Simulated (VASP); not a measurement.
# SnO2 in VASP: a series of runs

The runs below take SnO2 through single point, with PBE+D3(BJ).

Program: VASP 6.6.1. These are calculated values, not measurements. Logs are shortened: lines on timing, memory, paths and dates and some standing lists are left out, and cuts for length are marked.

### Step 1. The cell of the first run

Symmetry: Cm, No. 8, monoclinic system. Conventional cell: a = 5.607 Å, b = 3.237 Å, c = 4.680 Å, α = 90.00°, β = 113.54°, γ = 90.00°. Within 2.7 Å of Sn (site symmetry m) lie 6 O at 2.07 to 2.20 Å. O (site symmetry m) has 3 Sn at 2.09 to 2.13 Å and 3 O at 2.68 to 2.75 Å within 2.8 Å. Within 2.8 Å of O (site symmetry m) lie 3 Sn at 2.07 to 2.20 Å and 3 O at 2.68 to 2.75 Å.

### Step 2. Single point, PBE+D3(BJ) (atoms displaced along several vibrational modes)

The input, INCAR:

```
SYSTEM = SnO2
PREC = Accurate
ENCUT = 520
EDIFF = 1E-7
ISMEAR = 0
SIGMA = 0.05
LREAL = .False.
LASPH = .True.
NELM = 60
ALGO = Normal
ISIF = 2
LWAVE = .False.
LCHARG = .False.
GGA = PE
IVDW = 12
NBANDS = 64
```

The input, KPOINTS:

```
regular mesh
0
Gamma
  6 6 6
  0 0 0
```

The input, POSCAR:

```
SnO2
1.0
    3.2373377712      1.8690778337      4.2908446647
   -3.2373377712      1.8690778337      4.2908446647
    0.0000000000     -3.7381556673      4.2908446647
Sn O
4 8
Direct
    0.8671890795      0.8635738471      0.8635738472
    0.3671855039      0.3635972919      0.8635831346
    0.3671855039      0.8635831344      0.3635972921
    0.8671923893      0.3635925095      0.3635925097
    0.1184501009      0.6225582060      0.6225581999
    0.6183958967      0.1225630191      0.6225469840
    0.6183958967      0.6225469901      0.1225630130
    0.5933722004      0.6159199166      0.6159199214
    0.1184340869      0.1225632887      0.1225632826
    0.0933221986      0.1159367396      0.6159216299
    0.0933221986      0.6159216250      0.1159367445
    0.5933461257      0.1159168436      0.1159168485
```

Potentials or basis: VASP PAW PBE potentials, release 64 (Sn_d, O).

The run is started by

```bash
cat potpaw_PBE.64/Sn_d/POTCAR potpaw_PBE.64/O/POTCAR > POTCAR
mpirun -np 1 vasp_std > vasp.out
```

OUTCAR:

```text
SYSTEM = SnO2
   PREC = Accurate
   ENCUT = 520
   EDIFF = 1E-7
   ISMEAR = 0
   LREAL = .False.
   LASPH = .True.
   NELM = 60
   ISIF = 2
   GGA = PE
   IVDW = 12
 IVDW          = 12

 ion  position               nearest neighbor table
   1  0.867  0.864  0.864-  10 2.07  11 2.07   5 2.09   7 2.13   6 2.13  12 2.20   3 3.24   2 3.24
                             4 3.24   4 3.24   2 3.24   3 3.24
   2  0.367  0.364  0.864-  12 2.07   8 2.07   6 2.09   5 2.13   9 2.13  11 2.20   3 3.24   1 3.24
                             4 3.24   4 3.24   1 3.24   3 3.24
   3  0.367  0.864  0.364-  12 2.07   8 2.07   7 2.09   5 2.13   9 2.13  10 2.20   2 3.24   1 3.24
                             4 3.24   4 3.24   1 3.24   2 3.24
   4  0.867  0.364  0.364-  11 2.07  10 2.07   9 2.09   6 2.13   7 2.13   8 2.20   3 3.24   2 3.24
                             1 3.24   1 3.24   3 3.24   2 3.24
   5  0.118  0.623  0.623-   1 2.09   3 2.13   2 2.13
   6  0.618  0.123  0.623-   2 2.09   4 2.13   1 2.13
   7  0.618  0.623  0.123-   3 2.09   4 2.13   1 2.13
   8  0.593  0.616  0.616-   2 2.07   3 2.07   4 2.20
   9  0.118  0.123  0.123-   4 2.09   2 2.13   3 2.13
  10  0.093  0.116  0.616-   4 2.07   1 2.07   3 2.20
  11  0.093  0.616  0.116-   4 2.07   1 2.07   2 2.20
  12  0.593  0.116  0.116-   3 2.07   2 2.07   1 2.20

  LATTYP: Found a trigonal (rhomboedric) cell.
 ALAT       =     5.6907957027
 COS(alpha) =     0.3527679204

  Lattice vectors:

 A1 = (   3.2373377712,   1.8690778337,   4.2908446647)
 A2 = (  -3.2373377712,   1.8690778337,   4.2908446647)
 A3 = (   0.0000000000,  -3.7381556673,   4.2908446647)

Analysis of symmetry for initial positions (statically):
=====================================================================
 Subroutine PRICEL returns:
 Original cell was already a primitive cell.

 Routine SETGRP: Setting up the symmetry group for a
 trigonal (rhombohedral) supercell.

 Subroutine GETGRP returns: Found  2 space group operations
 (whereof  2 operations were pure point group operations)
 out of a pool of 12 trial point group operations.

The static configuration has the point symmetry C_1h.

Analysis of symmetry for dynamics (positions and initial velocities):
=====================================================================
 Subroutine PRICEL returns:
 Original cell was already a primitive cell.

 Routine SETGRP: Setting up the symmetry group for a
 trigonal (rhombohedral) supercell.

 Subroutine GETGRP returns: Found  2 space group operations
 (whereof  2 operations were pure point group operations)
 out of a pool of 12 trial point group operations.

The dynamic configuration has the point symmetry C_1h.

 Subroutine INISYM returns: Found  2 space group operations
 (whereof  2 operations are pure point group operations),
 and found     1 'primitive' translations

----------------------------------------------------------------------------------------

                                     Primitive cell

  volume of cell :     155.7792

  direct lattice vectors                    reciprocal lattice vectors
     3.237337771  1.869077834  4.290844665     0.154447894  0.089170533  0.077684782
    -3.237337771  1.869077834  4.290844665    -0.154447894  0.089170533  0.077684782
     0.000000000 -3.738155667  4.290844665     0.000000000 -0.178341066  0.077684782

  length of vectors
     5.690795703  5.690795703  5.690795703     0.194526248  0.194526248  0.194526248

  position of ions in fractional coordinates (direct lattice)
     0.867189080  0.863573847  0.863573847
     0.367185504  0.363597292  0.863583135
     0.367185504  0.863583134  0.363597292
     0.867192389  0.363592510  0.363592510
     0.118450101  0.622558206  0.622558200
     0.618395897  0.122563019  0.622546984
     0.618395897  0.622546990  0.122563013
     0.593372200  0.615919917  0.615919921
     0.118434087  0.122563289  0.122563283
     0.093322199  0.115936740  0.615921630
     0.093322199  0.615921625  0.115936744
     0.593346126  0.115916844  0.115916848

  ion indices of the primitive-cell ions
   primitive index   ion index
                 1           1
                 2           2
                 3           3
                 4           4
                 5           5
                 6           6
                 7           7
                 8           8
                 9           9
                10          10
                11          11
                12          12

----------------------------------------------------------------------------------------

 KPOINTS: regular mesh

Automatic generation of k-mesh.
 Grid dimensions read from file:
 generate k-points for:    6    6    6

 Generating k-lattice:

  Cartesian coordinates                     Fractional coordinates (reciprocal lattice)
     0.025741316  0.014861756  0.012947464     0.166666667  0.000000000  0.000000000
[... 61 lines left out ...]
   IALGO  =     38    algorithm
   IMIX   =      4    mixing-type and parameters
     AMIX     =   0.40;   BMIX     =  1.00
     AMIX_MAG =   1.60;   BMIX_MAG =  1.00
  volume/ion in A,a.u.               =      12.98        87.60
  Fermi-wavevector in a.u.,A,eV,Ry     =   1.430813  2.703844 27.854188  2.047225
  Thomas-Fermi vector in A             =   2.550617
   LORBIT       =      0    0 simple, 1 ext, 2 COOP (PROOUT), +10 PAW based schemes
   GGA     = PE    functional components
   LHFCALC =     F    Hartree Fock is set to
   AEXX    =    0.0000 exact exchange contribution
   IVDW    =    12    specifies the selected vdW correction
   LEPSILON=     F    determine dielectric tensor
   LRPA    =     F    only Hartree local field effects (RPA)
 non-spin polarized calculation
 Gauss-broadening in eV      SIGMA  =   0.05
  energy-cutoff  :      520.00
  volume of cell :      155.78
 maximum number of plane-waves:      4212
   NGX = 21   NGY = 21   NGZ = 21

 number of electron     104.0000006 magnetization

 Free energy of the ion-electron system (eV)
  ---------------------------------------------------
  ext. energy  EPLUGINS =         0.00000000
  ---------------------------------------------------
  free energy    TOTEN  =       -72.50260401 eV

  energy without entropy =      -72.50260401  energy(sigma->0) =      -72.50260401

 E-fermi :   5.1541     XC(G=0): -10.7305

 val. band max:        4.8747394346   @ k =   0.0000   0.0000   0.0000
 cond. band min:       6.4189187282   @ k =   0.0000   0.0000   0.0000
 fundamental gap:      1.5441792937
 Fermi energy:         5.1540643894

 k-point     1 :       0.0000    0.0000    0.0000
  band No.  band energies     occupation
      1     -15.9526      2.00000
      2     -15.9498      2.00000
      3     -15.9496      2.00000
      4     -15.3928      2.00000
      5     -15.1627      2.00000
      6     -15.1491      2.00000
[... 56 lines left out ...]
     63      15.7297      0.00000
     64      15.7416      0.00000

 k-point     2 :       0.1667   -0.0000    0.0000
  band No.  band energies     occupation
      1     -15.9154      2.00000
      2     -15.9152      2.00000
      3     -15.9099      2.00000
      4     -15.3754      2.00000
      5     -15.2068      2.00000
      6     -15.1353      2.00000
[... 56 lines left out ...]
     63      15.5519      0.00000
     64      15.5524      0.00000

 k-point     3 :      -0.0000    0.1667    0.0000
  band No.  band energies     occupation
      1     -15.9132      2.00000
      2     -15.9108      2.00000
      3     -15.9054      2.00000
      4     -15.3615      2.00000
      5     -15.2191      2.00000
      6     -15.1362      2.00000
[... 1396 lines left out ...]
     63      14.2874      0.00000
     64      14.7548      0.00000

 k-point    24 :       0.0000    0.5000    0.3333
  band No.  band energies     occupation
      1     -15.7456      2.00000
      2     -15.7443      2.00000
      3     -15.6984      2.00000
      4     -15.5145      2.00000
      5     -15.4027      2.00000
      6     -15.2461      2.00000
[... 56 lines left out ...]
     63      14.1098      0.00000
     64      14.8243      0.00000

 [... further k-points ...]

------------------------ aborting loop because EDIFF is reached ----------------------------------------

 Edisp (eV)   -2.41272

 E8    (eV) :    -0.9593

  FORCE on cell =-STRESS in cart. coord.  units (eV):
  Direction    XX          YY          ZZ          XY          YZ          ZX
  --------------------------------------------------------------------------------------
  -------------------------------------------------------------------------------------
  Total       1.35854     1.53834     0.78135    -0.15571     1.25097     2.16675
  in kB      13.97244    15.82170     8.03614    -1.60151    12.86618    22.28488
  external pressure =       12.61 kB  Pullay stress =        0.00 kB

 VOLUME and BASIS-vectors are now :
 -----------------------------------------------------------------------------
  energy-cutoff  :      520.00
  volume of cell :      155.78
      direct lattice vectors                 reciprocal lattice vectors
     3.237337771  1.869077834  4.290844665     0.154447894  0.089170533  0.077684782
    -3.237337771  1.869077834  4.290844665    -0.154447894  0.089170533  0.077684782
     0.000000000 -3.738155667  4.290844665     0.000000000 -0.178341066  0.077684782

 POSITION                                       TOTAL-FORCE (eV/Angst)
 -----------------------------------------------------------------------------------
      0.01170      0.00676     11.13190        -0.702593     -0.405642     -0.095930
      0.01162     -1.86232      6.84118        -0.696716     -0.404851     -0.094721
     -1.60701      0.94122      6.84118        -0.698969     -0.400949     -0.094721
      1.63032      0.94127      6.84123        -0.700567     -0.404472     -0.098119
     -1.63197     -0.94222      5.85085         0.042296      0.024420     -0.076591
      1.60518     -0.94227      5.85059         0.043816      0.024919     -0.074214
     -0.01344      1.86126      5.85059         0.043489      0.025487     -0.074214
     -0.07299     -0.04214      7.83170         0.655598      0.378510      0.170651
     -0.01337     -0.00772      1.55998         0.042545      0.024563     -0.075965
     -0.07321     -1.91129      3.54072         0.657930      0.378030      0.171470
     -1.69183      0.89224      3.54072         0.656349      0.380769      0.171470
      1.54560      0.89235      3.54072         0.656822      0.379216      0.170885
 -----------------------------------------------------------------------------------
    total drift:                               -0.002723     -0.001595     -0.001172

  FREE ENERGIE OF THE ION-ELECTRON SYSTEM (eV)
  ---------------------------------------------------
  free  energy   TOTEN  =       -74.9153215915 eV

  energy  without entropy=      -74.9153215915  energy(sigma->0) =      -74.91532159
```

Wall time 10 min (1 thread of Intel Xeon Platinum 8488C (Sapphire Rapids), shared host); peak memory 0.57 GiB.

Results:

| Property | Result |
| --- | --- |
| Free energy | -74.9153 eV |
| Pressure | 1.3 GPa |
| Largest force | 0.817 eV/Å |
| Band gap on the k mesh | 1.54 eV |
| Dispersion energy per atom | -0.201 eV |

Forces on the atoms (eV/Å):
```
Sn  -0.703 -0.406 -0.096
Sn  -0.697 -0.405 -0.095
Sn  -0.699 -0.401 -0.095
Sn  -0.701 -0.404 -0.098
O    0.042  0.024 -0.077
O    0.044  0.025 -0.074
O    0.043  0.025 -0.074
O    0.656  0.379  0.171
O    0.043  0.025 -0.076
O    0.658  0.378  0.171
O    0.656  0.381  0.171
O    0.657  0.379  0.171
```

Levels at points of the mesh, in eV from the valence-band top:
| k point | band 49 | band 50 | band 51 | band 52 | band 53 | band 54 | band 55 | band 56 |
| --- | --- | --- | --- | --- | --- | --- | --- | --- |
| (0.00, 0.00, 0.00) | -0.07 | -0.07 | -0.03 | 0.00 | 1.54 | 4.66 | 4.84 | 4.84 |
| (0.50, 0.00, 0.00) | -0.45 | -0.45 | -0.06 | -0.06 | 3.99 | 3.99 | 5.57 | 5.57 |
| (0.00, 0.50, 0.00) | -0.37 | -0.37 | -0.08 | -0.08 | 4.09 | 4.09 | 5.52 | 5.52 |
| (0.50, 0.50, 0.00) | -0.59 | -0.59 | -0.18 | -0.18 | 4.49 | 4.49 | 5.51 | 5.51 |
| (0.00, 0.50, 0.50) | -0.57 | -0.57 | -0.14 | -0.14 | 4.41 | 4.41 | 5.59 | 5.60 |
| (0.50, 0.50, 0.50) | -1.05 | -0.98 | -0.90 | -0.90 | 3.47 | 5.14 | 5.35 | 5.35 |

Caveat: the cell differs from its parent crystal (atoms displaced along several vibrational modes); spin-orbit coupling is left out, which moves the levels of the heavy elements.

### Step 3. Single point, PBE+D3(BJ) (atoms displaced along several vibrational modes)

The input, INCAR:

```
SYSTEM = SnO2
PREC = Accurate
ENCUT = 520
EDIFF = 1E-6
ISMEAR = 0
SIGMA = 0.05
LREAL = .FALSE.
LASPH = .TRUE.
NELM = 60
ALGO = Normal
ISIF = 2
LWAVE = .FALSE.
LCHARG = .FALSE.
GGA = PE
IVDW = 12
NBANDS = 64
```

The input, KPOINTS:

```
regular mesh
0
G
  6 6 6
  0 0 0
```

The input, POSCAR:

```
SnO2
1.0
    3.2373377715      1.8690778339      4.2908446674
   -3.2373377715      1.8690778339      4.2908446674
    0.0000000000     -3.7381556677      4.2908446674
Sn O
4 8
Direct
    0.8623747076      0.8659810330      0.8659810328
    0.3623935395      0.3659907981      0.8659869727
    0.3623935395      0.8659869729      0.3659907980
    0.8623847118      0.3659909686      0.3659909685
    0.1423881923      0.6105539603      0.6105539500
    0.6423788620      0.1105939755      0.6105682644
    0.6423788620      0.6105682747      0.1105939652
    0.6049902327      0.6101108978      0.6101109094
    0.1423861414      0.1105872635      0.1105872531
    0.1049983564      0.1100844596      0.6100822152
    0.1049983564      0.6100822036      0.1100844712
    0.6050249624      0.1100929582      0.1100929698
```

Potentials or basis: VASP PAW PBE potentials, release 64 (Sn_d, O).

The run is started by

```bash
cat potpaw_PBE.64/Sn_d/POTCAR potpaw_PBE.64/O/POTCAR > POTCAR
mpirun -np 1 vasp_std > vasp.out
```

Wall time 10 min (1 thread of Intel Xeon Platinum 8488C (Sapphire Rapids), shared host); peak memory 0.57 GiB.

It converged, with:

| Item | Value |
| --- | --- |
| Free energy | -74.7622 eV |
| Pressure | 1.7 GPa |
| Largest force | 1.139 eV/Å |
| Band gap on the k mesh | 1.53 eV |
| Dispersion energy per atom | -0.201 eV |

Forces in eV/Å, atoms in the order of the input:
```
Sn   0.605  0.350  0.187
Sn   0.604  0.349  0.187
Sn   0.604  0.349  0.187
Sn   0.605  0.349  0.188
O   -0.955 -0.552 -0.283
O   -0.955 -0.552 -0.284
O   -0.956 -0.551 -0.284
O    0.352  0.203  0.097
O   -0.955 -0.551 -0.284
O    0.351  0.201  0.098
O    0.350  0.203  0.098
O    0.350  0.202  0.096
```

Stress tensor (GPa, compression positive):
```
 1.49 -0.52  4.83
-0.52  2.09  2.79
 4.83  2.79  1.39
```

Levels at points of the mesh, in eV from the valence-band top:
```
           k point  band 50  band 51  band 52  band 53  band 54  band 55
(0.00, 0.00, 0.00)    -0.05    -0.03     0.00     1.53     4.54     4.92
(0.50, 0.00, 0.00)    -0.44    -0.06    -0.05     3.91     3.92     5.62
(0.00, 0.50, 0.00)    -0.35    -0.07    -0.07     4.11     4.11     5.50
(0.50, 0.50, 0.00)    -0.59    -0.18    -0.18     4.50     4.50     5.48
(0.00, 0.50, 0.50)    -0.54    -0.10    -0.10     4.34     4.34     5.66
(0.50, 0.50, 0.50)    -1.01    -0.80    -0.80     3.45     4.99     5.43
```

Caveat: the cell differs from its parent crystal (atoms displaced along several vibrational modes); spin-orbit coupling is left out, which moves the levels of the heavy elements; forces of over 1 eV/Å act on the atoms, so gaps and moduli don't describe the material at rest.

### Step 4. Single point, PBE+D3(BJ) (atoms displaced along several vibrational modes)

The input, INCAR:

```
PREC = Accurate
ENCUT = 520
EDIFF = 1E-6
ISMEAR = 0
SIGMA = 0.05
LREAL = False
LASPH = True
NELM = 100
ALGO = Normal
ISIF = 2
LWAVE = False
LCHARG = True
GGA = PE
IVDW = 12
LELF = True
LVHAR = True
NBANDS = 64
```

The input, KPOINTS:

```
regular mesh
0
Gamma
  6 6 6
```

The input, POSCAR:

```
SnO2
1.0
    3.2373377715      1.8690778339      4.2908446674
   -3.2373377715      1.8690778339      4.2908446674
    0.0000000000     -3.7381556677      4.2908446674
Sn O
4 8
Direct
    0.8647749665      0.8647809035      0.8647809035
    0.3647947641      0.3647887338      0.8647877730
    0.3647947641      0.8647877730      0.3647887338
    0.8647831114      0.3647918081      0.3647918081
    0.1088892416      0.6273149570      0.6273149679
    0.6088732226      0.1273434402      0.6273129071
    0.6088732226      0.6273128962      0.1273434511
    0.6207010776      0.6022554866      0.6022554757
    0.1088892533      0.1273356969      0.1273357078
    0.1207007957      0.1022337000      0.6022558425
    0.1207007957      0.6022558534      0.1022336890
    0.6206776854      0.1022413011      0.1022412901
```

The run is started by

```bash
cat potpaw_PBE.64/Sn_d/POTCAR potpaw_PBE.64/O/POTCAR > POTCAR
mpirun -np 1 vasp_std > vasp.out
```

Wall time 5.9 min (1 thread of Intel Xeon 6975P-C (Granite Rapids), shared host); peak memory 0.57 GiB.

It converged, with:

| Quantity | Value |
| --- | --- |
| Free energy | -74.8416 eV |
| Pressure | 1.4 GPa |
| Largest force | 0.864 eV/Å |
| Band gap on the k mesh | 1.54 eV |
| Dispersion energy per atom | -0.201 eV |

Forces on the atoms (eV/Å):
```
Sn   0.001  0.001  0.000
Sn  -0.002  0.000  0.000
Sn  -0.001 -0.001  0.000
Sn   0.001  0.001  0.001
O    0.735  0.425 -0.153
O    0.737  0.425 -0.153
O    0.736  0.426 -0.153
O   -0.736 -0.425  0.153
O    0.736  0.425 -0.154
O   -0.737 -0.425  0.153
O   -0.737 -0.425  0.153
O   -0.735 -0.424  0.154
```

Stress tensor (GPa, compression positive):
```
 1.91  0.77 -5.28
 0.77  1.02 -3.05
-5.28 -3.05  1.13
```

Levels at points of the mesh, in eV from the valence-band top:
| k point | band 48 | band 49 | band 50 | band 51 | band 52 | band 53 | band 54 | band 55 | band 56 | band 57 |
| --- | --- | --- | --- | --- | --- | --- | --- | --- | --- | --- |
| (0.00, 0.00, 0.00) | -0.54 | -0.15 | -0.01 | 0.00 | 0.00 | 1.54 | 4.69 | 4.69 | 5.03 | 5.44 |
| (0.50, 0.00, 0.00) | -0.61 | -0.30 | -0.30 | -0.12 | -0.12 | 4.18 | 4.18 | 5.49 | 5.49 | 6.63 |
| (0.00, 0.50, 0.00) | -0.50 | -0.45 | -0.45 | -0.05 | -0.05 | 3.99 | 3.99 | 5.58 | 5.58 | 6.61 |
| (0.50, 0.50, 0.00) | -0.91 | -0.58 | -0.58 | -0.13 | -0.13 | 4.40 | 4.40 | 5.61 | 5.61 | 7.30 |
| (0.00, 0.50, 0.50) | -0.86 | -0.60 | -0.60 | -0.21 | -0.21 | 4.57 | 4.57 | 5.43 | 5.43 | 7.42 |
| (0.50, 0.50, 0.50) | -1.02 | -0.92 | -0.90 | -0.89 | -0.89 | 3.46 | 5.16 | 5.16 | 5.57 | 5.72 |

Caveat: the cell differs from its parent crystal (atoms displaced along several vibrational modes); spin-orbit coupling is left out, which moves the levels of the heavy elements.

### Step 5. Summary

```csv
cell,gap on the mesh (eV),pressure (GPa),largest force (eV/Å)
"as given, atomic positions A",1.54,1.3,0.82
"as given, atomic positions B",1.53,1.7,1.14
"as given, atomic positions C",1.54,1.4,0.86
```

Alike in all rows: task single point; level PBE+D3(BJ); potentials or basis VASP PAW PBE potentials, release 64 (Sn_d, O); no spin polarisation; k mesh 6 × 6 × 6; cutoff (eV) 520; smearing gaussian 0.05 eV.

Caveats: spin-orbit coupling is left out, which moves the levels of the heavy elements; forces of over 1 eV/Å act on the atoms, so gaps and moduli don't describe the material at rest (at least some runs).

Total energies depend on the potentials used, so only differences within one code and one set of settings carry meaning.
